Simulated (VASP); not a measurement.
Runs of VASP 6.6.1 on AlRu. Symmetry: Pm-3m, No. 221, cubic system. The conventional cell has a = 2.992 Å, b = 2.992 Å, c = 2.992 Å, α = 90.00°, β = 90.00°, γ = 90.00°. Al (site symmetry m-3m) has 8 Ru at 2.59 Å and 6 Al at 2.99 Å within 3.4 Å. Within 3.4 Å of Ru (site symmetry m-3m) lie 8 Al at 2.59 Å and 6 Ru at 2.99 Å. 

```tsv
k mesh	gap on the mesh (eV)	pressure (GPa)
3 × 3 × 3	none	4.0
4 × 4 × 4	none	(a)
6 × 6 × 6	none	2.5
8 × 8 × 8	none	2.9
```

Alike in all rows: task single point; level PBE; potentials or basis VASP PAW PBE potentials, release 64 (Al, Ru_pv); no spin polarisation; cell as given; cutoff (eV) 500; smearing methfessel-paxton 0.1 eV.

Q: Fill in the values left out.

A: (a) 0.3.

Caveats: some runs use coarse meshes.

A k mesh can miss the band edges, and the runs leave out spin-orbit coupling on Ru.

A gap of «none» marks levels without a gap at the run's occupations.
